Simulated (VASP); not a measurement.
# TaTe (Pm-3m) in VASP: further runs

The runs below take TaTe through single point, with PBE, PBE+D3(BJ).

Program: VASP 6.6.1. These are calculated values, not measurements. Logs are shortened: lines on timing, memory, paths and dates and some standing lists are left out, and cuts for length are marked.

**1. The cell of the first run**

The structure is cubic, space group Pm-3m (No. 221). Conventional cell: a = 3.420 Å, b = 3.420 Å, c = 3.420 Å, α = 90.00°, β = 90.00°, γ = 90.00°. Within 3.9 Å of Ta (site symmetry m-3m) lie 8 Te at 2.96 Å and 6 Ta at 3.42 Å. Within 3.9 Å of Te (site symmetry m-3m) lie 8 Ta at 2.96 Å and 6 Te at 3.42 Å.

**2. Single point, PBE, non-collinear spin, zero start, spin-orbit coupling**

Contents of INCAR:

```
SYSTEM = TaTe
PREC     = Accurate       ! precision mode
ENCUT    = 520            ! plane-wave cutoff, eV
EDIFF    = 1E-6           ! SCF threshold, eV
ISMEAR   = -1             ! smearing method
SIGMA    = 0.05           ! smearing width, eV
LREAL    = .False.        ! projectors in reciprocal space
LASPH    = .True.         ! aspherical terms in the spheres
NELM     = 150            ! most SCF steps
ALGO     = Normal         ! electronic algorithm
ISIF     = 2              ! what is computed and relaxed
LWAVE    = .False.        ! write WAVECAR
LCHARG   = .False.        ! write CHGCAR
MAGMOM   = 0 0 0 0 0 0    ! initial moments
LORBIT   = 11             ! projections on sites
LSORBIT  = .True.         ! spin-orbit coupling
GGA_COMPAT= .False.      
LORBMOM  = .True.       
LMAXMIX  = 4              ! l up to which the mixer works
GGA      = PE             ! functional
NBANDS   = 29             ! bands
```

Contents of KPOINTS:

```
regular mesh
0
Gamma
  8 8 8
  0 0 0
```

Contents of POSCAR:

```
TaTe
1.0
    3.4200900000      0.0000000000      0.0000000000
    0.0000000000      3.4200900000      0.0000000000
    0.0000000000      0.0000000000      3.4200900000
Ta Te
1 1
Direct
    0.5000000000      0.5000000000      0.5000000000
    0.0000000000      0.0000000000      0.0000000000
```

Potentials or basis: VASP PAW PBE potentials, release 64 (Ta_pv, Te).

The run is started by

```console
$ cat potpaw_PBE.64/Ta_pv/POTCAR potpaw_PBE.64/Te/POTCAR > POTCAR
$ mpirun -np 1 vasp_ncl > vasp.out
```

OUTCAR:

```text
SYSTEM = TaTe
   PREC = Accurate
   ENCUT = 520
   EDIFF = 1E-6
   ISMEAR = -1
   LREAL = .False.
   LASPH = .True.
   NELM = 150
   ISIF = 2
   LORBIT = 11
   LSORBIT = .True.
   GGA = PE

 ion  position               nearest neighbor table
   1  0.500  0.500  0.500-   2 2.96   2 2.96   2 2.96   2 2.96   2 2.96   2 2.96   2 2.96   2 2.96

   2  0.000  0.000  0.000-   1 2.96   1 2.96   1 2.96   1 2.96   1 2.96   1 2.96   1 2.96   1 2.96

  LATTYP: Found a simple cubic cell.
 ALAT       =     3.4200900000

  Lattice vectors:

 A1 = (   3.4200900000,   0.0000000000,   0.0000000000)
 A2 = (   0.0000000000,   3.4200900000,   0.0000000000)
 A3 = (   0.0000000000,   0.0000000000,   3.4200900000)

Analysis of symmetry for initial positions (statically):
=====================================================================
 Subroutine PRICEL returns:
 Original cell was already a primitive cell.

 Routine SETGRP: Setting up the symmetry group for a
 simple cubic supercell.

 Subroutine GETGRP returns: Found 48 space group operations
 (whereof 48 operations were pure point group operations)
 out of a pool of 48 trial point group operations.

The static configuration has the point symmetry O_h .

Analysis of symmetry for dynamics (positions and initial velocities):
=====================================================================
 Subroutine PRICEL returns:
 Original cell was already a primitive cell.

 Routine SETGRP: Setting up the symmetry group for a
 simple cubic supercell.

 Subroutine GETGRP returns: Found 48 space group operations
 (whereof 48 operations were pure point group operations)
 out of a pool of 48 trial point group operations.

The dynamic configuration has the point symmetry O_h .

Analysis of structural, dynamic, and magnetic symmetry:
=====================================================================
 Subroutine PRICEL returns:
 Original cell was already a primitive cell.

 Routine SETGRP: Setting up the symmetry group for a
 simple cubic supercell.

 Subroutine GETGRP returns: Found 48 space group operations
 (whereof 48 operations were pure point group operations)
 out of a pool of 48 trial point group operations.

The overall configuration has the point symmetry O_h .

 Subroutine INISYM returns: Found 48 space group operations
 (whereof 48 operations are pure point group operations),
 and found     1 'primitive' translations

----------------------------------------------------------------------------------------

                                     Primitive cell

  volume of cell :      40.0048

  direct lattice vectors                    reciprocal lattice vectors
     3.420090000  0.000000000  0.000000000     0.292389966  0.000000000  0.000000000
     0.000000000  3.420090000  0.000000000     0.000000000  0.292389966  0.000000000
     0.000000000  0.000000000  3.420090000     0.000000000  0.000000000  0.292389966

  length of vectors
     3.420090000  3.420090000  3.420090000     0.292389966  0.292389966  0.292389966

  position of ions in fractional coordinates (direct lattice)
     0.500000000  0.500000000  0.500000000
     0.000000000  0.000000000  0.000000000

  ion indices of the primitive-cell ions
   primitive index   ion index
                 1           1
                 2           2

----------------------------------------------------------------------------------------

 KPOINTS: regular mesh

Automatic generation of k-mesh.
 Grid dimensions read from file:
 generate k-points for:    8    8    8

 Generating k-lattice:

  Cartesian coordinates                     Fractional coordinates (reciprocal lattice)
     0.036548746  0.000000000  0.000000000     0.125000000  0.000000000  0.000000000
     0.000000000  0.036548746  0.000000000     0.000000000  0.125000000  0.000000000
     0.000000000  0.000000000  0.036548746     0.000000000  0.000000000  0.125000000

  Length of vectors
     0.036548746  0.036548746  0.036548746
[... 88 lines left out ...]
 NGX is ok and might be reduce to    28
   NGX = 13   NGY = 13   NGZ = 13

 number of electron      17.0000005 magnetization       0.0000000      0.0000000      0.0000000

 number of electron      17.0000005 magnetization      -0.0000000      0.0000000      0.0000000

 number of electron      17.0000005 magnetization       0.0000000     -0.0000000     -0.0000000

 Free energy of the ion-electron system (eV)
  ---------------------------------------------------
  ext. energy  EPLUGINS =         0.00000000
  ---------------------------------------------------
  free energy    TOTEN  =       -15.37086703 eV

  energy without entropy =      -15.34576427  energy(sigma->0) =      -15.35831565

 E-fermi :   9.6931     XC(G=0): -11.8994

 val. band max:        9.6579991462   @ k =   0.3750   0.2500   0.1250
 cond. band min:       9.7854442719   @ k =   0.5000   0.5000   0.1250
 fundamental gap:      0.1274451257
 Fermi energy:         9.6930592616

 k-point     1 :       0.0000    0.0000    0.0000
  band No.  band energies     occupation
      1     -30.5694      1.00000
      2     -30.5694      1.00000
      3     -22.7559      1.00000
      4     -22.7559      1.00000
      5     -22.7559      1.00000
      6     -22.7559      1.00000
[... 757 lines left out ...]
     28      17.0946      0.00000
     29      18.0746      0.00000

 [... further k-points ...]
[... 5 lines left out ...]
  --------------------------------------------------------------------------------------
  -------------------------------------------------------------------------------------
  Total        0.1048707      0.1048707      0.1048707     -0.0000000      0.0000000     -0.0000000
  in kB        4.2000263      4.2000263      4.2000263     -0.0000000      0.0000000     -0.0000000
  external PRESSURE =       4.2000263 kB  Pullay stress =       0.0000000 kB

 VOLUME and BASIS-vectors are now :
 -----------------------------------------------------------------------------
  energy-cutoff  :      520.00
  volume of cell :       40.00
      direct lattice vectors                 reciprocal lattice vectors
     3.420090000  0.000000000  0.000000000     0.292389966  0.000000000  0.000000000
     0.000000000  3.420090000  0.000000000     0.000000000  0.292389966  0.000000000
     0.000000000  0.000000000  3.420090000     0.000000000  0.000000000  0.292389966

 POSITION                                       TOTAL-FORCE (eV/Angst)
 -----------------------------------------------------------------------------------
      1.71005      1.71005      1.71005         0.000000      0.000000      0.000000
      0.00000      0.00000      0.00000         0.000000      0.000000      0.000000
 -----------------------------------------------------------------------------------
    total drift:                                0.000000      0.000000      0.000000

  FREE ENERGIE OF THE ION-ELECTRON SYSTEM (eV)
  ---------------------------------------------------
  free  energy   TOTEN  =       -15.3708670350 eV

  energy  without entropy=      -15.3457642710  energy(sigma->0) =      -15.35831565

 orbital moment (x)

 # of ion     p       d       tot
 ----------------------------------------
  1        -0.000   0.000   0.000
  2        -0.000  -0.000  -0.000
 ----------------------------------------
           -0.000   0.000   0.000

 orbital moment (y)

 # of ion     p       d       tot
 ----------------------------------------
  1         0.000  -0.000  -0.000
  2         0.000  -0.000   0.000
 ----------------------------------------
            0.000  -0.000  -0.000

 orbital moment (z)

 # of ion     p       d       tot
 ----------------------------------------
  1         0.000   0.000   0.000
  2         0.000   0.000   0.000
 ----------------------------------------
            0.000   0.000   0.000

 Spin-Orbit-Coupling matrix elements

 Ion:    1  E_soc:     -1.4682670
 l=   1
     0.0000000    -0.2177583    -0.2177583
    -0.2177583     0.0000000    -0.2177583
    -0.2177583    -0.2177583     0.0000000
 l=   2
     0.0000000    -0.0060123     0.0000000    -0.0060123    -0.0209406
    -0.0060123     0.0000000    -0.0157054    -0.0060123    -0.0052351
     0.0000000    -0.0157054     0.0000000    -0.0157054     0.0000000
    -0.0060123    -0.0060123    -0.0157054     0.0000000    -0.0052351
    -0.0209406    -0.0052351     0.0000000    -0.0052351     0.0000000
 l=   3
     0.0000000     0.0000000     0.0000000     0.0000000     0.0000000     0.0000000     0.0000000
     0.0000000     0.0000000     0.0000000     0.0000000     0.0000000     0.0000000     0.0000000
     0.0000000     0.0000000     0.0000000     0.0000000     0.0000000     0.0000000     0.0000000
     0.0000000     0.0000000     0.0000000     0.0000000     0.0000000     0.0000000     0.0000000
     0.0000000     0.0000000     0.0000000     0.0000000     0.0000000     0.0000000     0.0000000
     0.0000000     0.0000000     0.0000000     0.0000000     0.0000000     0.0000000     0.0000000
     0.0000000     0.0000000     0.0000000     0.0000000     0.0000000     0.0000000     0.0000000

 Ion:    2  E_soc:     -0.1751624
 l=   1
     0.0000000    -0.0292846    -0.0292846
    -0.0292846     0.0000000    -0.0292846
    -0.0292846    -0.0292846     0.0000000
 l=   2
     0.0000000     0.0002623     0.0000000     0.0002623    -0.0001714
     0.0002623     0.0000000    -0.0001286     0.0002623    -0.0000429
     0.0000000    -0.0001286     0.0000000    -0.0001286     0.0000000
     0.0002623     0.0002623    -0.0001286     0.0000000    -0.0000429
    -0.0001714    -0.0000429     0.0000000    -0.0000429     0.0000000
 l=   3
     0.0000000     0.0000000     0.0000000     0.0000000     0.0000000     0.0000000     0.0000000
     0.0000000     0.0000000     0.0000000     0.0000000     0.0000000     0.0000000     0.0000000
     0.0000000     0.0000000     0.0000000     0.0000000     0.0000000     0.0000000     0.0000000
     0.0000000     0.0000000     0.0000000     0.0000000     0.0000000     0.0000000     0.0000000
     0.0000000     0.0000000     0.0000000     0.0000000     0.0000000     0.0000000     0.0000000
     0.0000000     0.0000000     0.0000000     0.0000000     0.0000000     0.0000000     0.0000000
     0.0000000     0.0000000     0.0000000     0.0000000     0.0000000     0.0000000     0.0000000

 total charge

# of ion       s       p       d       tot
------------------------------------------
    1        0.275   6.101   2.388   8.764
    2        1.343   1.970   0.138   3.451
--------------------------------------------------
tot          1.618   8.071   2.526  12.216

 magnetization (x)

# of ion       s       p       d       tot
------------------------------------------
    1       -0.000   0.000   0.000   0.000
    2       -0.000   0.000  -0.000  -0.000
--------------------------------------------------
tot         -0.000   0.000   0.000   0.000

 magnetization (y)

# of ion       s       p       d       tot
------------------------------------------
    1       -0.000   0.000   0.000   0.000
    2       -0.000  -0.000   0.000  -0.000
--------------------------------------------------
tot         -0.000   0.000   0.000   0.000

 magnetization (z)

# of ion       s       p       d       tot
------------------------------------------
    1        0.000   0.000   0.000   0.000
    2       -0.000  -0.000  -0.000  -0.000
--------------------------------------------------
tot         -0.000   0.000  -0.000  -0.000
```

Run time: 72 s. Hardware: 1 thread of Intel Xeon Platinum 8488C (Sapphire Rapids), shared host; peak memory 0.27 GiB.

What came out:

```
Free energy                                           : -15.3709 eV
Pressure                                              : 0.4 GPa
Net moment                                            : 0.00 μB per cell
Valence electrons inside the program's atomic spheres : Ta 8.76; Te 3.45
```

Moments on the atoms (μB; x, y, z):
```
Ta  0.00 0.00 0.00
Te  0.00 0.00 0.00
```

**3. Single point, PBE+D3(BJ)**

This run uses another cell than the first one, of 19.27 Å³/atom, 0.964 times its volume.

Contents of INCAR:

```
SYSTEM = TaTe
PREC = Accurate ; ENCUT = 520
EDIFF = 1E-7 ; ISMEAR = -1
SIGMA = 0.05 ; LREAL = .FALSE.
LASPH = .TRUE. ; NELM = 80
ALGO = Normal ; ISIF = 2
LWAVE = .FALSE. ; LCHARG = .TRUE.
GGA = PE ; IVDW = 12
LELF = .TRUE. ; LVHAR = .TRUE.
NBANDS = 16
```

Contents of KPOINTS:

```
Automatic mesh
0
G
  8 8 8
  0 0 0
```

Contents of POSCAR:

```
TaTe
1.0
    3.3780904685      0.0000000000      0.0000000000
    0.0000000000      3.3780904685      0.0000000000
    0.0000000000      0.0000000000      3.3780904685
Ta Te
1 1
Direct
    0.5000000000      0.5000000000      0.5000000000
    0.0000000000      0.0000000000      0.0000000000
```

Potentials or basis: VASP PAW PBE potentials, release 64 (Ta_pv, Te).

The run is started by

```console
$ cat potpaw_PBE.64/Ta_pv/POTCAR potpaw_PBE.64/Te/POTCAR > POTCAR
$ mpirun -np 1 vasp_std > vasp.out
```

It took 41 s on 1 thread of Intel Xeon Platinum 8175M at 2.50GHz (Skylake/Cascade Lake), shared host; peak memory 0.17 GiB.

Results (log left out):

| Property | Result |
| --- | --- |
| Free energy | -15.8825 eV |
| Pressure | 0.0 GPa |
| Dispersion energy per atom | -0.685 eV |

Levels at points of the mesh, in eV from the Fermi level:
| k point | band 7 | band 8 | band 9 | band 10 | band 11 | band 12 |
| --- | --- | --- | --- | --- | --- | --- |
| (0.00, 0.00, 0.00) | -1.43 | -1.43 | -1.43 | 1.47 | 1.47 | 1.47 |
| (0.50, 0.00, 0.00) | -3.04 | -2.11 | 1.66 | 2.88 | 4.35 | 5.33 |
| (0.50, 0.50, 0.00) | -3.51 | -0.29 | -0.29 | 0.60 | 1.65 | 3.30 |
| (0.50, 0.50, 0.50) | -6.94 | 1.56 | 1.56 | 1.56 | 3.45 | 3.45 |

Caveat: spin-orbit coupling is left out, which moves the levels of the heavy elements; pairwise dispersion overbinds metals, which lowers pressure and volume.

**4. Single point, PBE+D3(BJ)**

This run uses another cell than the first one, of 19.40 Å³/atom, 0.970 times its volume.

Contents of INCAR:

```
PREC = Accurate
ENCUT = 520
EDIFF = 1E-6
ISMEAR = -1
SIGMA = 0.05
LREAL = False
LASPH = True
NELM = 100
ALGO = Normal
ISIF = 2
LWAVE = False
LCHARG = False
GGA = PE
IVDW = 12
NBANDS = 16
```

Contents of KPOINTS:

```
Automatic mesh
0
Gamma
  8 8 8
```

Contents of POSCAR:

```
TaTe
1.0
    3.3854460679      0.0000000000      0.0000000000
    0.0000000000      3.3854460679      0.0000000000
    0.0000000000      0.0000000000      3.3854460679
Ta Te
1 1
Direct
    0.5000000000      0.5000000000      0.5000000000
    0.0000000000      0.0000000000      0.0000000000
```

The run is started by

```console
$ cat potpaw_PBE.64/Ta_pv/POTCAR potpaw_PBE.64/Te/POTCAR > POTCAR
$ mpirun -np 1 vasp_std > vasp.out
```

Wall time 36 s (1 thread of Intel Xeon Platinum 8175M at 2.50GHz (Skylake/Cascade Lake), shared host); peak memory 0.18 GiB.

Results (log left out):

```yaml
Free_energy: -15.8818 eV
Pressure: -1.0 GPa
Dispersion_energy_per_atom: -0.681 eV
```

Levels at points of the mesh, in eV from the Fermi level:
```tsv
k point	band 6	band 7	band 8	band 9	band 10	band 11	band 12	band 13
(0.00, 0.00, 0.00)	-2.94	-1.43	-1.43	-1.43	1.46	1.46	1.46	2.41
(0.50, 0.00, 0.00)	-3.03	-3.03	-2.09	1.65	2.85	4.36	5.27	5.52
(0.50, 0.50, 0.00)	-6.02	-3.50	-0.28	-0.28	0.58	1.61	3.27	3.71
(0.50, 0.50, 0.50)	-6.89	-6.89	1.55	1.55	1.55	3.42	3.42	4.77
```

Caveat: three body term missing; spin-orbit coupling is left out, which moves the levels of the heavy elements; pairwise dispersion overbinds metals, which lowers pressure and volume.

**5. Single point, PBE**

Contents of INCAR:

```
SYSTEM = TaTe
PREC = Accurate
ENCUT = 520
EDIFF = 1E-6
ISMEAR = -1
SIGMA = 0.05
LREAL = .FALSE.
LASPH = .TRUE.
NELM = 80
ALGO = Normal
ISIF = 2
LWAVE = .FALSE.
LCHARG = .FALSE.
GGA = PE
NBANDS = 16
```

Contents of KPOINTS:

```
Automatic mesh
0
G
  8 8 8
  0 0 0
```

Contents of POSCAR:

```
TaTe
1.0
    3.4210030013      0.0000000000      0.0000000000
    0.0000000000      3.4210030013      0.0000000000
    0.0000000000      0.0000000000      3.4210030013
Ta Te
1 1
Direct
    0.5000000000      0.5000000000      0.5000000000
    0.0000000000      0.0000000000      0.0000000000
```

The run is started by

```console
$ cat potpaw_PBE.64/Ta_pv/POTCAR potpaw_PBE.64/Te/POTCAR > POTCAR
$ mpirun -np 1 vasp_std > vasp.out
```

Run time: 38 s. Hardware: 1 thread of Intel Xeon Platinum 8175M at 2.50GHz (Skylake/Cascade Lake), shared host; peak memory 0.16 GiB.

It converged, with:

* Free energy: -14.5390 eV
* Pressure: 0.0 GPa

Levels at points of the mesh, in eV from the Fermi level:
| k point | band 6 | band 7 | band 8 | band 9 | band 10 | band 11 | band 12 | band 13 |
| --- | --- | --- | --- | --- | --- | --- | --- | --- |
| (0.00, 0.00, 0.00) | -2.82 | -1.46 | -1.46 | -1.46 | 1.39 | 1.39 | 1.39 | 2.06 |
| (0.50, 0.00, 0.00) | -2.96 | -2.96 | -1.99 | 1.58 | 2.71 | 4.40 | 5.04 | 5.24 |
| (0.50, 0.50, 0.00) | -5.90 | -3.41 | -0.27 | -0.27 | 0.48 | 1.45 | 3.11 | 3.51 |
| (0.50, 0.50, 0.50) | -6.69 | -6.69 | 1.50 | 1.50 | 1.50 | 3.25 | 3.25 | 4.52 |

Caveat: spin-orbit coupling is left out, which moves the levels of the heavy elements.

(Part 1 of 2 ends here.)
